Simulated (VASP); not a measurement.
# SnSe2 (P-3m1) in VASP: single point with PBEsol

Aim: the single point of SnSe2 with PBEsol.

Program: VASP 6.6.1. These are calculated values, not measurements. Logs are shortened: lines on timing, memory, paths and dates and some standing lists are left out, and cuts for length are marked.

## (1) The cell of the first run

The structure is trigonal, space group P-3m1 (No. 164). The conventional cell has a = 3.819 Å, b = 3.819 Å, c = 6.139 Å, α = 90.00°, β = 90.00°, γ = 120.00°. Sn (site symmetry -3m) has 6 Se at 2.72 Å within 3.6 Å. Se (site symmetry 3m) has 3 Sn at 2.72 Å within 3.6 Å.

## (2) Single point, PBEsol

Input file INCAR:

```
  ALGO = Normal
  EDIFF = 1E-7
  ENCUT = 520
  GGA = PS
  ISIF = 2
  ISMEAR = -1
  LASPH = True
  LCHARG = True
  LELF = True
  LREAL = False
  LVHAR = True
  LWAVE = False
  NBANDS = 20
  NELM = 60
  PREC = Accurate
  SIGMA = 0.1
```

Input file KPOINTS:

```
k-points
0
Gamma
  12 12 6
```

Input file POSCAR:

```
SnSe2
1.0
    3.8189419523      0.0000000000      0.0000000000
   -1.9094709761      3.3073007462      0.0000000000
    0.0000000000      0.0000000000      6.1394653574
Sn Se
1 2
Direct
    0.0000000000      0.0000000000      0.0000000000
    0.3333333333      0.6666666667      0.2584674343
    0.6666666667      0.3333333333      0.7415325657
```

Potentials or basis: VASP PAW PBE potentials, release 64 (Sn_d, Se).

On the command line:

```sh
$ cat potpaw_PBE.64/Sn_d/POTCAR potpaw_PBE.64/Se/POTCAR > POTCAR
$ mpirun -np 1 vasp_std > vasp.out
```

OUTCAR:

```text
EDIFF = 1E-7
   ENCUT = 520
   GGA = PS
   ISIF = 2
   ISMEAR = -1
   LASPH = True
   LREAL = False
   NELM = 60
   PREC = Accurate

 ion  position               nearest neighbor table
   1  0.000  0.000  0.000-   2 2.72   3 2.72   2 2.72   3 2.72   3 2.72   2 2.72
   2  0.333  0.667  0.258-   1 2.72   1 2.72   1 2.72
   3  0.667  0.333  0.742-   1 2.72   1 2.72   1 2.72

  LATTYP: Found a hexagonal cell.
 ALAT       =     3.8189419523
 C/A-ratio  =     1.6076351602

  Lattice vectors:

 A1 = (   3.8189419523,   0.0000000000,   0.0000000000)
 A2 = (  -1.9094709761,   3.3073007462,   0.0000000000)
 A3 = (   0.0000000000,   0.0000000000,   6.1394653574)

Analysis of symmetry for initial positions (statically):
=====================================================================
 Subroutine PRICEL returns:
 Original cell was already a primitive cell.

 Routine SETGRP: Setting up the symmetry group for a
 hexagonal supercell.

 Subroutine GETGRP returns: Found 12 space group operations
 (whereof 12 operations were pure point group operations)
 out of a pool of 24 trial point group operations.

The static configuration has the point symmetry D_3d.

Analysis of symmetry for dynamics (positions and initial velocities):
=====================================================================
 Subroutine PRICEL returns:
 Original cell was already a primitive cell.

 Routine SETGRP: Setting up the symmetry group for a
 hexagonal supercell.

 Subroutine GETGRP returns: Found 12 space group operations
 (whereof 12 operations were pure point group operations)
 out of a pool of 24 trial point group operations.

The dynamic configuration has the point symmetry D_3d.

 Subroutine INISYM returns: Found 12 space group operations
 (whereof 12 operations are pure point group operations),
 and found     1 'primitive' translations

----------------------------------------------------------------------------------------

                                     Primitive cell

  volume of cell :      77.5438

  direct lattice vectors                    reciprocal lattice vectors
     3.818941952  0.000000000  0.000000000     0.261852632  0.151180687  0.000000000
    -1.909470976  3.307300746  0.000000000     0.000000000  0.302361375  0.000000000
     0.000000000  0.000000000  6.139465357     0.000000000  0.000000000  0.162880632

  length of vectors
     3.818941952  3.818941952  6.139465357     0.302361375  0.302361375  0.162880632

  position of ions in fractional coordinates (direct lattice)
     0.000000000  0.000000000  0.000000000
     0.333333333  0.666666667  0.258467434
     0.666666667  0.333333333  0.741532566

  ion indices of the primitive-cell ions
   primitive index   ion index
                 1           1
                 2           2
                 3           3

----------------------------------------------------------------------------------------

 KPOINTS: k-points

Automatic generation of k-mesh.
 Grid dimensions read from file:
 generate k-points for:   12   12    6

 Generating k-lattice:

  Cartesian coordinates                     Fractional coordinates (reciprocal lattice)
     0.021821053  0.012598391  0.000000000     0.083333333 -0.000000000  0.000000000
     0.000000000  0.025196781  0.000000000     0.000000000  0.083333333  0.000000000
     0.000000000  0.000000000  0.027146772     0.000000000  0.000000000  0.166666667

  Length of vectors
     0.025196781  0.025196781  0.027146772

  Shift w.r.t. Gamma in fractional coordinates (k-lattice)
     0.000000000  0.000000000  0.000000000

 Subroutine IBZKPT returns following result:
 ===========================================

 Found    100 irreducible k-points:

 Following reciprocal coordinates:
            Coordinates               Weight
  0.000000  0.000000  0.000000      1.000000
  0.083333 -0.000000  0.000000      6.000000
  0.166667  0.000000  0.000000      6.000000
  0.250000  0.000000  0.000000      6.000000
  0.333333  0.000000  0.000000      6.000000
  0.416667  0.000000  0.000000      6.000000
[... 16 lines left out ...]
  0.166667  0.000000  0.166667      6.000000
  0.000000  0.166667  0.166667      6.000000
 [... further k-points ...]
   k-points           NKPTS =    100   k-points in BZ     NKDIM =    100   number of bands    NBANDS=     20
   number of dos      NEDOS =    301   number of ions     NIONS =      3
   total plane-waves  NPLWV =  37632
   dimension x,y,z NGX =    28 NGY =   28 NGZ =   48
   dimension x,y,z NGXF=    56 NGYF=   56 NGZF=   96
   ions per type =               1   2
   NGX,Y,Z   is equivalent  to a cutoff of  12.19, 12.19, 13.00 a.u.
   NGXF,Y,Z  is equivalent  to a cutoff of  24.38, 24.38, 26.00 a.u.
 SYSTEM =  unknown system
   PREC   = accura    normal or accurate (medium, high low for compatibility)
   ISTART =      0    job   : 0-new  1-cont  2-samecut
   ICHARG =      2    charge: 1-file 2-atom 10-const
   ISPIN  =      1    spin polarized calculation?
   LNONCOLLINEAR =      F non collinear calculations
   LSORBIT =      F    spin-orbit coupling
   LASPH  =      T    aspherical Exc in radial PAW
   ENCUT  =  520.0 eV  38.22 Ry    6.18 a.u.   7.10  7.10 11.42*2*pi/ulx,y,z
   NELM   =     60;   NELMIN=  2; NELMDL= -5     # of ELM steps
   EDIFF  = 0.1E-06   stopping-criterion for ELM
   LREAL  =      F    real-space projection
   EDIFFG = 0.1E-05   stopping-criterion for IOM
   NSW    =      0    number of steps for IOM
   IBRION =     -1    ionic relax: 0-MD 1-quasi-New 2-CG
   NFREE  =      0    steps in history (QN), initial steepest desc. (CG)
   ISIF   =      2    stress and relaxation
   ISYM   =      2    0-nonsym 1-usesym 2-fastsym
   POTIM  = 0.5000    time-step for ionic-motion
   TEBEG  =    0.0;   TEEND  =   0.0 temperature during run
   PSTRESS=    0.0 pullay stress
   NELECT =      26.0000    total number of electrons
   NUPDOWN=      -1.0000    fix difference up-down
   EMIN   =  10.00;   EMAX   =-10.00  energy-range for DOS
   EFERMI =   0.00;   METHOD = LEGACY
   ISMEAR =    -1;   SIGMA  =   0.10  broadening in eV -4-tet -1-fermi 0-gaus
   EFERMI_NEDOS =   21; number of points for ismear=-14 and -15
   IALGO  =     38    algorithm
   IMIX   =      4    mixing-type and parameters
     AMIX     =   0.40;   BMIX     =  1.00
     AMIX_MAG =   1.60;   BMIX_MAG =  1.00
  volume/ion in A,a.u.               =      25.85       174.43
  Fermi-wavevector in a.u.,A,eV,Ry     =   1.137322  2.149227 17.599160  1.293502
  Thomas-Fermi vector in A             =   2.274027
   LORBIT       =      0    0 simple, 1 ext, 2 COOP (PROOUT), +10 PAW based schemes
   GGA     = PS    functional components
   LHFCALC =     F    Hartree Fock is set to
   AEXX    =    0.0000 exact exchange contribution
   IVDW    =     0    specifies the selected vdW correction
   LEPSILON=     F    determine dielectric tensor
   LRPA    =     F    only Hartree local field effects (RPA)
 non-spin polarized calculation
  energy-cutoff  :      520.00
  volume of cell :       77.54
 maximum number of plane-waves:      2112
   NGX = 15   NGY = 15   NGZ = 23

 number of electron      26.0000007 magnetization

 Free energy of the ion-electron system (eV)
  ---------------------------------------------------
  ext. energy  EPLUGINS =         0.00000000
  ---------------------------------------------------
  free energy    TOTEN  =       -12.98501217 eV

  energy without entropy =      -12.97977633  energy(sigma->0) =      -12.98239425

 E-fermi :   4.3918     XC(G=0):  -9.6657

 val. band max:        4.0839425794   @ k =   0.0833   0.0833   0.0000
 cond. band min:       4.5535386512   @ k =   0.0000   0.4167   0.3333
 fundamental gap:      0.4695960718
 Fermi energy:         4.3917828480

 k-point     1 :       0.0000    0.0000    0.0000
  band No.  band energies     occupation
      1     -17.1097      2.00000
      2     -17.1097      2.00000
      3     -17.0723      2.00000
      4     -17.0598      2.00000
      5     -17.0598      2.00000
      6      -9.8172      2.00000
[... 12 lines left out ...]
     19      12.9976      0.00000
     20      12.9976      0.00000

 k-point     2 :       0.0833   -0.0000    0.0000
  band No.  band energies     occupation
      1     -17.1126      2.00000
      2     -17.1071      2.00000
      3     -17.0703      2.00000
      4     -17.0617      2.00000
      5     -17.0596      2.00000
      6      -9.7491      2.00000
[... 12 lines left out ...]
     19      12.2846      0.00000
     20      13.0718      0.00000

 k-point     3 :       0.1667    0.0000    0.0000
  band No.  band energies     occupation
      1     -17.1212      2.00000
      2     -17.1004      2.00000
      3     -17.0682      2.00000
      4     -17.0628      2.00000
      5     -17.0584      2.00000
      6      -9.5492      2.00000
[... 12 lines left out ...]
     19      12.0988      0.00000
     20      13.2249      0.00000

 k-point     4 :       0.2500    0.0000    0.0000
  band No.  band energies     occupation
      1     -17.1343      2.00000
      2     -17.0934      2.00000
      3     -17.0735      2.00000
      4     -17.0548      2.00000
      5     -17.0547      2.00000
      6      -9.2332      2.00000
[... 12 lines left out ...]
     19      12.1650      0.00000
     20      13.5810      0.00000

 k-point     5 :       0.3333    0.0000    0.0000
  band No.  band energies     occupation
      1     -17.1481      2.00000
      2     -17.0892      2.00000
      3     -17.0787      2.00000
      4     -17.0480      2.00000
      5     -17.0461      2.00000
      6      -8.8368      2.00000
[... 12 lines left out ...]
     19      12.9296      0.00000
     20      13.8458      0.00000
[... 353 lines left out ...]
      6      -9.7031      2.00000
[... 12 lines left out ...]
     19      12.2716      0.00000
     20      13.0765      0.00000

 k-point    22 :       0.0000    0.0833    0.1667
  band No.  band energies     occupation
      1     -17.1126      2.00000
      2     -17.1071      2.00000
      3     -17.0703      2.00000
      4     -17.0617      2.00000
      5     -17.0596      2.00000
      6      -9.7030      2.00000
[... 12 lines left out ...]
     19      12.1151      0.00000
     20      12.7497      0.00000

 k-point    23 :       0.1667    0.0000    0.1667
  band No.  band energies     occupation
      1     -17.1213      2.00000
      2     -17.1004      2.00000
      3     -17.0681      2.00000
      4     -17.0628      2.00000
      5     -17.0584      2.00000
      6      -9.5043      2.00000
[... 12 lines left out ...]
     19      12.4700      0.00000
     20      12.7918      0.00000

 k-point    24 :       0.0000    0.1667    0.1667
  band No.  band energies     occupation
      1     -17.1212      2.00000
      2     -17.1004      2.00000
      3     -17.0682      2.00000
      4     -17.0628      2.00000
      5     -17.0584      2.00000
      6      -9.5040      2.00000
[... 12 lines left out ...]
     19      11.8846      0.00000
     20      12.9202      0.00000

 [... further k-points ...]
[... 5 lines left out ...]
  --------------------------------------------------------------------------------------
  -------------------------------------------------------------------------------------
  Total        0.0417088      0.0417088      0.0616697      0.0000000     -0.0000000      0.0000000
  in kB        0.8617690      0.8617690      1.2741935      0.0000000     -0.0000000      0.0000000
  external PRESSURE =       0.9992438 kB  Pullay stress =       0.0000000 kB

 VOLUME and BASIS-vectors are now :
 -----------------------------------------------------------------------------
  energy-cutoff  :      520.00
  volume of cell :       77.54
      direct lattice vectors                 reciprocal lattice vectors
     3.818941952  0.000000000  0.000000000     0.261852632  0.151180687  0.000000000
    -1.909470976  3.307300746  0.000000000     0.000000000  0.302361375  0.000000000
     0.000000000  0.000000000  6.139465357     0.000000000  0.000000000  0.162880632

 POSITION                                       TOTAL-FORCE (eV/Angst)
 -----------------------------------------------------------------------------------
      0.00000      0.00000      0.00000         0.000000      0.000000      0.000000
     -0.00000      2.20487      1.58685         0.000000      0.000000      0.020755
      1.90947      1.10243      4.55261        -0.000000      0.000000     -0.020755
 -----------------------------------------------------------------------------------
    total drift:                                0.000000      0.000000     -0.000000

  FREE ENERGIE OF THE ION-ELECTRON SYSTEM (eV)
  ---------------------------------------------------
  free  energy   TOTEN  =       -12.9850121695 eV

  energy  without entropy=      -12.9797763339  energy(sigma->0) =      -12.98239425
```

It took 2 min on 1 thread of AMD EPYC 7R13 (Zen 3), shared host; peak memory 0.26 GiB.

What came out:

| Quantity | Value |
| --- | --- |
| Free energy | -12.9850 eV |
| Pressure | 0.1 GPa |
| Largest force | 0.021 eV/Å |
| Band gap on the k mesh | 0.47 eV, indirect (least direct gap 0.96 eV) |

Forces on the atoms (eV/Å):
```
Sn   0.000  0.000  0.000
Se   0.000  0.000  0.021
Se   0.000  0.000 -0.021
```

Caveat: the PAW data sets were made with another functional, which shifts forces and pressure a little; spin-orbit coupling is left out, which moves the levels of the heavy elements; this functional lacks dispersion, which binds the layers, so the pressure and a relaxed spacing across them are unreliable. A k mesh can miss the band edges.
